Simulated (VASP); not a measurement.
# Nb (Fm-3m) in VASP: settings compared

Aim: see how the results for Nb move with the level of theory and the settings. Levels: PBEsol, PBE, LDA. Tasks: single point, relaxation of cell and atoms.

Everything below comes from runs of VASP 6.6.1. Logs are shortened: lines on timing, memory, paths and dates and some standing lists are left out, and cuts for length are marked.

## Step 1: The cell of the first run

Symmetry: Fm-3m, No. 225, cubic system. The conventional cell has a = 4.166 Å, b = 4.166 Å, c = 4.166 Å, α = 90.00°, β = 90.00°, γ = 90.00°. Within 3.9 Å of Nb (site symmetry m-3m) lie 12 Nb at 2.95 Å.

## Step 2: Single point, PBEsol

The input, INCAR:

```
SYSTEM = Nb
ALGO = Normal
EDIFF = 1E-6
ENCUT = 520
GGA = PS
ISIF = 2
ISMEAR = -1
LASPH = .True.
LCHARG = .True.
LELF = .True.
LREAL = .False.
LVHAR = .True.
LWAVE = .False.
NBANDS = 12
NELM = 80
PREC = Accurate
SIGMA = 0.05
```

The input, KPOINTS:

```
k-points
0
Gamma
  11 11 11
  0 0 0
```

The input, POSCAR:

```
Nb
1.0
    0.0000000000      2.0831675653      2.0831675653
    2.0831675653      0.0000000000      2.0831675653
    2.0831675653      2.0831675653      0.0000000000
Nb
1
Direct
    0.0000000000      0.0000000000      0.0000000000
```

Potentials or basis: VASP PAW PBE potentials, release 64 (Nb_sv).

On the command line:

```console
cat potpaw_PBE.64/Nb_sv/POTCAR > POTCAR
mpirun -np 1 vasp_std > vasp.out
```

OUTCAR:

```text
SYSTEM = Nb
   EDIFF = 1E-6
   ENCUT = 520
   GGA = PS
   ISIF = 2
   ISMEAR = -1
   LASPH = .True.
   LREAL = .False.
   NELM = 80
   PREC = Accurate

 ion  position               nearest neighbor table
   1  0.000  0.000  0.000-

  LATTYP: Found a face centered cubic cell.
 ALAT       =     4.1663351306

  Lattice vectors:

 A1 = (   0.0000000000,   2.0831675653,   2.0831675653)
 A2 = (   2.0831675653,   0.0000000000,   2.0831675653)
 A3 = (   2.0831675653,   2.0831675653,   0.0000000000)

Analysis of symmetry for initial positions (statically):
=====================================================================
 Subroutine PRICEL returns:
 Original cell was already a primitive cell.

 Routine SETGRP: Setting up the symmetry group for a
 face centered cubic supercell.

 Subroutine GETGRP returns: Found 48 space group operations
 (whereof 48 operations were pure point group operations)
 out of a pool of 48 trial point group operations.

The static configuration has the point symmetry O_h .

Analysis of symmetry for dynamics (positions and initial velocities):
=====================================================================
 Subroutine PRICEL returns:
 Original cell was already a primitive cell.

 Routine SETGRP: Setting up the symmetry group for a
 face centered cubic supercell.

 Subroutine GETGRP returns: Found 48 space group operations
 (whereof 48 operations were pure point group operations)
 out of a pool of 48 trial point group operations.

The dynamic configuration has the point symmetry O_h .

 Subroutine INISYM returns: Found 48 space group operations
 (whereof 48 operations are pure point group operations),
 and found     1 'primitive' translations

----------------------------------------------------------------------------------------

                                     Primitive cell

  volume of cell :      18.0802

  direct lattice vectors                    reciprocal lattice vectors
     0.000000000  2.083167565  2.083167565    -0.240019098  0.240019098  0.240019098
     2.083167565  0.000000000  2.083167565     0.240019098 -0.240019098  0.240019098
     2.083167565  2.083167565  0.000000000     0.240019098  0.240019098 -0.240019098

  length of vectors
     2.946043824  2.946043824  2.946043824     0.415725273  0.415725273  0.415725273

  position of ions in fractional coordinates (direct lattice)
     0.000000000  0.000000000  0.000000000

  ion indices of the primitive-cell ions
   primitive index   ion index
                 1           1

----------------------------------------------------------------------------------------

 KPOINTS: k-points

Automatic generation of k-mesh.
 Grid dimensions read from file:
 generate k-points for:   11   11   11

 Generating k-lattice:

  Cartesian coordinates                     Fractional coordinates (reciprocal lattice)
    -0.021819918  0.021819918  0.021819918     0.090909091  0.000000000  0.000000000
     0.021819918 -0.021819918  0.021819918     0.000000000  0.090909091  0.000000000
     0.021819918  0.021819918 -0.021819918     0.000000000  0.000000000  0.090909091

  Length of vectors
     0.037793207  0.037793207  0.037793207

  Shift w.r.t. Gamma in fractional coordinates (k-lattice)
     0.000000000  0.000000000  0.000000000

 Subroutine IBZKPT returns following result:
 ===========================================

 Found     56 irreducible k-points:

 Following reciprocal coordinates:
            Coordinates               Weight
  0.000000  0.000000  0.000000      1.000000
  0.090909  0.000000  0.000000      8.000000
  0.181818  0.000000  0.000000      8.000000
  0.272727  0.000000  0.000000      8.000000
  0.363636  0.000000  0.000000      8.000000
  0.454545  0.000000  0.000000      8.000000
[... 16 lines left out ...]
 -0.272727  0.181818  0.000000     24.000000
 -0.181818  0.181818  0.000000     12.000000
 [... further k-points ...]
   k-points           NKPTS =     56   k-points in BZ     NKDIM =     56   number of bands    NBANDS=     12
   number of dos      NEDOS =    301   number of ions     NIONS =      1
   total plane-waves  NPLWV =  13824
   dimension x,y,z NGX =    24 NGY =   24 NGZ =   24
   dimension x,y,z NGXF=    48 NGYF=   48 NGZF=   48
   ions per type =               1
   NGX,Y,Z   is equivalent  to a cutoff of  13.54, 13.54, 13.54 a.u.
   NGXF,Y,Z  is equivalent  to a cutoff of  27.09, 27.09, 27.09 a.u.
 SYSTEM =  Nb
   PREC   = accura    normal or accurate (medium, high low for compatibility)
   ISTART =      0    job   : 0-new  1-cont  2-samecut
   ICHARG =      2    charge: 1-file 2-atom 10-const
   ISPIN  =      1    spin polarized calculation?
   LNONCOLLINEAR =      F non collinear calculations
   LSORBIT =      F    spin-orbit coupling
   LASPH  =      T    aspherical Exc in radial PAW
   ENCUT  =  520.0 eV  38.22 Ry    6.18 a.u.   5.48  5.48  5.48*2*pi/ulx,y,z
   NELM   =     80;   NELMIN=  2; NELMDL= -5     # of ELM steps
   EDIFF  = 0.1E-05   stopping-criterion for ELM
   LREAL  =      F    real-space projection
   EDIFFG = 0.1E-04   stopping-criterion for IOM
   NSW    =      0    number of steps for IOM
   IBRION =     -1    ionic relax: 0-MD 1-quasi-New 2-CG
   NFREE  =      0    steps in history (QN), initial steepest desc. (CG)
   ISIF   =      2    stress and relaxation
   ISYM   =      2    0-nonsym 1-usesym 2-fastsym
   POTIM  = 0.5000    time-step for ionic-motion
   TEBEG  =    0.0;   TEEND  =   0.0 temperature during run
   PSTRESS=    0.0 pullay stress
   NELECT =      13.0000    total number of electrons
   NUPDOWN=      -1.0000    fix difference up-down
   EMIN   =  10.00;   EMAX   =-10.00  energy-range for DOS
   EFERMI =   0.00;   METHOD = LEGACY
   ISMEAR =    -1;   SIGMA  =   0.05  broadening in eV -4-tet -1-fermi 0-gaus
   EFERMI_NEDOS =   21; number of points for ismear=-14 and -15
   IALGO  =     38    algorithm
   IMIX   =      4    mixing-type and parameters
     AMIX     =   0.40;   BMIX     =  1.00
     AMIX_MAG =   1.60;   BMIX_MAG =  1.00
  volume/ion in A,a.u.               =      18.08       122.01
  Fermi-wavevector in a.u.,A,eV,Ry     =   1.466634  2.771536 29.266339  2.151015
  Thomas-Fermi vector in A             =   2.582348
   LORBIT       =      0    0 simple, 1 ext, 2 COOP (PROOUT), +10 PAW based schemes
   GGA     = PS    functional components
   LHFCALC =     F    Hartree Fock is set to
   AEXX    =    0.0000 exact exchange contribution
   IVDW    =     0    specifies the selected vdW correction
   LEPSILON=     F    determine dielectric tensor
   LRPA    =     F    only Hartree local field effects (RPA)
 non-spin polarized calculation
  energy-cutoff  :      520.00
  volume of cell :       18.08
 maximum number of plane-waves:       531
 NGX is ok and might be reduce to    24
   NGX = 11   NGY = 11   NGZ = 11

 number of electron      13.0000000 magnetization

 Free energy of the ion-electron system (eV)
  ---------------------------------------------------
  ext. energy  EPLUGINS =         0.00000000
  ---------------------------------------------------
  free energy    TOTEN  =       -10.61502671 eV

  energy without entropy =      -10.60377913  energy(sigma->0) =      -10.60940292

 E-fermi :  11.3723     XC(G=0): -12.6105

 val. band max:       11.3537915939   @ k =  -0.1818   0.1818   0.0000
 cond. band min:      11.4413646254   @ k =   0.0000   0.0000   0.0000
 fundamental gap:      0.0875730315
 Fermi energy:        11.3723014322

 k-point     1 :       0.0000    0.0000    0.0000
  band No.  band energies     occupation
      1     -43.2833      2.00000
      2     -18.6171      2.00000
      3     -18.6171      2.00000
      4     -18.6171      2.00000
      5       5.0177      2.00000
      6      11.4414      0.40161
      7      11.4414      0.40161
      8      11.4414      0.40161
      9      14.1747      0.00000
     10      14.1747      0.00000
     11      23.2281      0.00000
     12      28.1329      0.00000

 k-point     2 :       0.0909    0.0000    0.0000
  band No.  band energies     occupation
      1     -43.2656      2.00000
      2     -18.7319      2.00000
      3     -18.6311      2.00000
      4     -18.6311      2.00000
      5       5.3361      2.00000
      6      11.1999      1.93830
      7      11.5844      0.02832
      8      11.5844      0.02832
      9      14.0483      0.00000
     10      14.0483      0.00000
     11      23.8621      0.00000
     12      26.9841      0.00000

 k-point     3 :       0.1818    0.0000    0.0000
  band No.  band energies     occupation
      1     -43.2178      2.00000
      2     -19.0328      2.00000
      3     -18.6686      2.00000
      4     -18.6686      2.00000
      5       6.1663      2.00000
      6      10.7456      1.99999
      7      11.8360      0.00019
      8      11.8360      0.00019
      9      13.9418      0.00000
     10      13.9418      0.00000
     11      24.6817      0.00000
     12      25.9935      0.00000
[... 286 lines left out ...]
 k-point    23 :      -0.2727    0.1818    0.0000
  band No.  band energies     occupation
      1     -43.0791      2.00000
      2     -19.5955      2.00000
      3     -19.0515      2.00000
      4     -18.7609      2.00000
      5       8.4177      2.00000
      6      10.3355      2.00000
      7      10.7093      2.00000
      8      12.3515      0.00000
      9      13.8727      0.00000
     10      17.2592      0.00000
     11      24.1493      0.00000
     12      26.5400      0.00000

 k-point    24 :      -0.1818    0.1818    0.0000
  band No.  band energies     occupation
      1     -43.1333      2.00000
      2     -19.3753      2.00000
      3     -18.9328      2.00000
      4     -18.7035      2.00000
      5       7.7046      2.00000
      6      10.0797      2.00000
      7      11.3538      1.18301
      8      12.7555      0.00000
      9      12.8125      0.00000
     10      15.9323      0.00000
     11      24.9703      0.00000
     12      27.6431      0.00000

 [... further k-points ...]

------------------------ aborting loop because EDIFF is reached ----------------------------------------

  FORCE on cell =-STRESS in cart. coord.  units (eV):
  Direction    XX          YY          ZZ          XY          YZ          ZX
  --------------------------------------------------------------------------------------
  -------------------------------------------------------------------------------------
  Total       -0.0357602     -0.0357602     -0.0357602     -0.0000000     -0.0000000     -0.0000000
  in kB       -3.1688933     -3.1688933     -3.1688933     -0.0000000     -0.0000000     -0.0000000
  external PRESSURE =      -3.1688933 kB  Pullay stress =       0.0000000 kB

 VOLUME and BASIS-vectors are now :
 -----------------------------------------------------------------------------
  energy-cutoff  :      520.00
  volume of cell :       18.08
      direct lattice vectors                 reciprocal lattice vectors
     0.000000000  2.083167565  2.083167565    -0.240019098  0.240019098  0.240019098
     2.083167565  0.000000000  2.083167565     0.240019098 -0.240019098  0.240019098
     2.083167565  2.083167565  0.000000000     0.240019098  0.240019098 -0.240019098

 POSITION                                       TOTAL-FORCE (eV/Angst)
 -----------------------------------------------------------------------------------
      0.00000      0.00000      0.00000         0.000000     -0.000000     -0.000000
 -----------------------------------------------------------------------------------
    total drift:                               -0.000000     -0.000000     -0.000000

  FREE ENERGIE OF THE ION-ELECTRON SYSTEM (eV)
  ---------------------------------------------------
  free  energy   TOTEN  =       -10.6150267076 eV

  energy  without entropy=      -10.6037791296  energy(sigma->0) =      -10.60940292
```

Run time: 15 s. Hardware: 1 thread of AMD EPYC 7R13 (Zen 3), shared host; peak memory 0.11 GiB.

Results:

| Item | Value |
| --- | --- |
| Free energy | -10.6150 eV |
| Pressure | -0.3 GPa |

Caveat: the PAW data sets were made with another functional, which shifts forces and pressure a little.

## Step 3: Single point, PBE

This run uses another cell than the first one, of 18.92 Å³/atom, 1.047 times its volume.

The input, INCAR:

```
ALGO = Fast ; EDIFF = 1E-7
ENCUT = 520 ; GGA = PE
ISIF = 2 ; ISMEAR = 0
LASPH = True ; LCHARG = False
LREAL = False ; LWAVE = False
NBANDS = 12 ; NELM = 100
PREC = Accurate ; SIGMA = 0.011
```

The input, KPOINTS:

```
k-points
0
Gamma
  11 11 11
```

The input, POSCAR:

```
Nb
1.0
    0.0000000000      2.1150000000      2.1150000000
    2.1150000000      0.0000000000      2.1150000000
    2.1150000000      2.1150000000      0.0000000000
Nb
1
Direct
    0.0000000000      0.0000000000      0.0000000000
```

Potentials or basis: VASP PAW PBE potentials, release 64 (Nb_sv).

On the command line:

```console
cat potpaw_PBE.64/Nb_sv/POTCAR > POTCAR
mpirun -np 1 vasp_std > vasp.out
```

It took 30 s on 1 thread of AMD EPYC 7R13 (Zen 3), shared host; peak memory 0.11 GiB.

It converged, with:

```yaml
Free_energy: -9.8935 eV
Pressure: -2.3 GPa
```

Levels at points of the mesh, in eV from the Fermi level:
| k point | band 2 | band 3 | band 4 | band 5 | band 6 | band 7 | band 8 | band 9 | band 10 | band 11 |
| --- | --- | --- | --- | --- | --- | --- | --- | --- | --- | --- |
| (0.00, 0.00, 0.00) | -30.19 | -30.19 | -30.19 | -6.21 | 0.11 | 0.11 | 0.11 | 2.68 | 2.68 | 11.81 |

## Step 4: Relaxation of cell and atoms, PBE

This run uses another cell than the first one, of 18.92 Å³/atom, 1.047 times its volume.

The input, INCAR:

```
SYSTEM = Nb
  PREC = Accurate
  ENCUT = 600
  EDIFF = 1E-7
  ISMEAR = -1
  SIGMA = 0.05
  LREAL = .FALSE.
  LASPH = .TRUE.
  NELM = 100
  ALGO = Fast
  ISIF = 3
  LWAVE = .FALSE.
  LCHARG = .FALSE.
  GGA = PE
  IBRION = 2
  NSW = 60
  EDIFFG = -0.01
```

The input, KPOINTS:

```
Automatic mesh
0
G
  11 11 11
  0 0 0
```

POSCAR is that of step 3.

On the command line:

```console
cat potpaw_PBE.64/Nb_sv/POTCAR > POTCAR
mpirun -np 1 vasp_std > vasp.out
```

Wall time 91 s (1 thread of AMD EPYC 7R13 (Zen 3), shared host); peak memory 0.12 GiB.

It converged, with:

```yaml
Free_energy: -9.9009 eV
Relaxed_volume: 18.67 Å³/atom
Relaxed_cell: a = 2.978 Å, b = 2.978 Å, c = 2.978 Å, α = 60.00°, β = 60.00°, γ = 60.00°
Space_group_after_relaxing_to_0.05_Å: Fm-3m (No. 225)
Energy_gained_by_relaxing: 1.7 meV/atom
Ionic_steps: 3
Pressure_after_relaxing: 0.0 GPa
```

Step by step:
```
step  energy change (eV)  largest force (eV/Å)  pressure (GPa)  volume (Å³)
   1              0.0000                0.0000           -2.13        18.92
   2              0.0037                0.0000            4.03        18.24
   3             -0.0017                0.0000           -0.01        18.67
```

Final structure:
```
Nb
1.0
     0.00000    2.10572    2.10572
     2.10572    0.00000    2.10572
     2.10572    2.10572    0.00000
Nb
1
Cartesian
  0.0000 0.0000 0.0000
```

Levels at points of the mesh, in eV from the Fermi level:
```csv
k point,band 2,band 3,band 4,band 5,band 6,band 7,band 8,band 9,band 10
"(0.00, 0.00, 0.00)",-30.18,-30.18,-30.18,-6.26,0.08,0.08,0.08,2.70,2.70
```

## Step 5: Relaxation of cell and atoms, LDA

This run uses another cell than the first one, of 18.92 Å³/atom, 1.047 times its volume.

The input, INCAR:

```
SYSTEM = Nb
PREC = Accurate
ENCUT = 600
EDIFF = 1E-6
ISMEAR = -1
SIGMA = 0.05
LREAL = .False.
LASPH = .True.
NELM = 60
ALGO = Fast
ISIF = 3
LWAVE = .False.
LCHARG = .False.
GGA = CA
IBRION = 2
NSW = 60
EDIFFG = -0.01
```

The input, KPOINTS:

```
regular mesh
0
Gamma
  11 11 11
  0 0 0
```

POSCAR is that of step 4.

Potentials or basis: VASP PAW LDA potentials, release 64 (Nb_sv).

On the command line:

```console
cat potpaw_LDA.64/Nb_sv/POTCAR > POTCAR
mpirun -np 1 vasp_std > vasp.out
```

Wall time 2 min (1 thread of AMD EPYC 7R13 (Zen 3), shared host); peak memory 0.12 GiB.

The run converged. Its results:

* Free energy: -10.9024 eV
* Relaxed volume: 17.69 Å³/atom
* Relaxed cell: a = 2.924 Å, b = 2.924 Å, c = 2.924 Å, α = 60.00°, β = 60.00°, γ = 60.00°
* Space group after relaxing (to 0.05 Å): Fm-3m (No. 225)
* Energy gained by relaxing: 45.4 meV/atom
* Ionic steps: 6
* Pressure after relaxing: 0.0 GPa

The path:
```
step  energy change (eV)  largest force (eV/Å)  pressure (GPa)  volume (Å³)
   1              0.0000                0.0000          -11.16        18.92
   2              0.1361                0.0000           29.60        15.54
   3             -0.0453                0.0000           -0.63        17.74
   4             -0.0454                0.0000           -0.19        17.68
   5             -0.0454                0.0000            0.10        17.66
   6             -0.0454                0.0000            0.02        17.69
```

Final structure:
```
Nb
1.0
     0.00000    2.06789    2.06789
     2.06789    0.00000    2.06789
     2.06789    2.06789    0.00000
Nb
1
Direct
  0.00000 0.00000 0.00000
```

Levels at points of the mesh, in eV from the Fermi level:
```csv
k point,band 3,band 4,band 5,band 6,band 7,band 8,band 9,band 10
"(0.00, 0.00, 0.00)",-29.85,-29.85,-6.35,0.03,0.03,0.03,2.84,2.84
```

## Step 6: Single point, PBE, non-collinear spin, zero start, spin-orbit coupling

This run uses another cell than the first one, of 18.92 Å³/atom, 1.047 times its volume.

The input, INCAR:

```
SYSTEM = Nb
ALGO = Normal
EDIFF = 1E-6
ENCUT = 520
GGA = PE
GGA_COMPAT = .FALSE.
ISIF = 2
ISMEAR = -1
LASPH = .TRUE.
LCHARG = .FALSE.
LMAXMIX = 4
LNONCOLLINEAR = .TRUE.
LORBIT = 11
LORBMOM = .TRUE.
LREAL = .FALSE.
LSORBIT = .TRUE.
LWAVE = .FALSE.
MAGMOM = 0 0 0
NBANDS = 24
NELM = 150
PREC = Accurate
SIGMA = 0.05
```

The input, KPOINTS:

```
k-points
0
G
  8 8 8
  0 0 0
```

POSCAR is that of step 5.

Potentials or basis: VASP PAW PBE potentials, release 64 (Nb_sv).

On the command line:

```console
cat potpaw_PBE.64/Nb_sv/POTCAR > POTCAR
mpirun -np 1 vasp_ncl > vasp.out
```

Wall time 53 s (1 thread of AMD EPYC 7R13 (Zen 3), shared host); peak memory 0.16 GiB.

It converged, with:

```
Free energy                                           : -9.9776 eV
Pressure                                              : -2.1 GPa
Net moment                                            : 0.00 μB per cell
Valence electrons inside the program's atomic spheres : Nb 10.64
```

Moments on the atoms (μB; x, y, z):
```
Nb  0.00 0.00 0.00
```

## Step 7: Overview

```csv
task,level,potentials or basis,spin,cell,k mesh,cutoff (eV),smearing,gap on the mesh (eV),pressure (GPa),relaxed volume (Å³/atom)
single point,PBEsol,"VASP PAW PBE potentials, release 64 (Nb_sv)",off,"a = 2.946 Å, angles 60.0°, 1 atom",11 × 11 × 11,520,fermi-dirac 0.05 eV,none,-0.3,-
single point,PBE,"VASP PAW PBE potentials, release 64 (Nb_sv)",off,"a = 2.991 Å, angles 60.0°, 1 atom",11 × 11 × 11,520,gaussian 0.011 eV,none,-2.3,-
relaxation of cell and atoms,PBE,"VASP PAW PBE potentials, release 64 (Nb_sv)",off,"relaxed from a = 2.991 Å, angles 60.0°, 1 atom",11 × 11 × 11,600,fermi-dirac 0.05 eV,none,0.0,18.67
relaxation of cell and atoms,LDA,"VASP PAW LDA potentials, release 64 (Nb_sv)",off,"relaxed from a = 2.991 Å, angles 60.0°, 1 atom",11 × 11 × 11,600,fermi-dirac 0.05 eV,none,0.0,17.69
single point,PBE,"VASP PAW PBE potentials, release 64 (Nb_sv)","non-collinear, zero start, SOC","a = 2.991 Å, angles 60.0°, 1 atom",8 × 8 × 8,520,fermi-dirac 0.05 eV,-,-2.1,-
```

Caveats: the PAW data sets were made with another functional, which shifts forces and pressure a little (some runs).

Total energies depend on the potentials used, so only differences within one code and one set of settings carry meaning.
